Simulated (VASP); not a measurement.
A run of VASP 6.6.1 is set up as follows.

INCAR

```
  PREC = Accurate
  ENCUT = 520
  EDIFF = 1E-6
  ISMEAR = -1
  SIGMA = 0.1
  LREAL = False
  LASPH = True
  NELM = 150
  ALGO = Normal
  ISIF = 2
  LWAVE = False
  LCHARG = False
  ISPIN = 2
  MAGMOM = 0.23
  LORBIT = 11
  NUPDOWN = 0.23
  LMAXMIX = 4
  GGA = PE
  NBANDS = 15
```

File KPOINTS:

```
Automatic mesh
0
Gamma
  14 14 14
```

Contents of POSCAR:

```
Ni
1.0
    0.0000000000      1.7597000000      1.7597000000
    1.7597000000      0.0000000000      1.7597000000
    1.7597000000      1.7597000000      0.0000000000
Ni
1
Direct
    0.0000000000      0.0000000000      0.0000000000
```

Potentials or basis: VASP PAW PBE potentials, release 64 (Ni).

Run with:

```bash
$ cat potpaw_PBE.64/Ni/POTCAR > POTCAR
$ mpirun -np 1 vasp_std > vasp.out
```

(1) Estimate the pressure.

Answers

(1) -0.7 GPa.

Caveat: the total moment is fixed, so each spin has its own Fermi level.
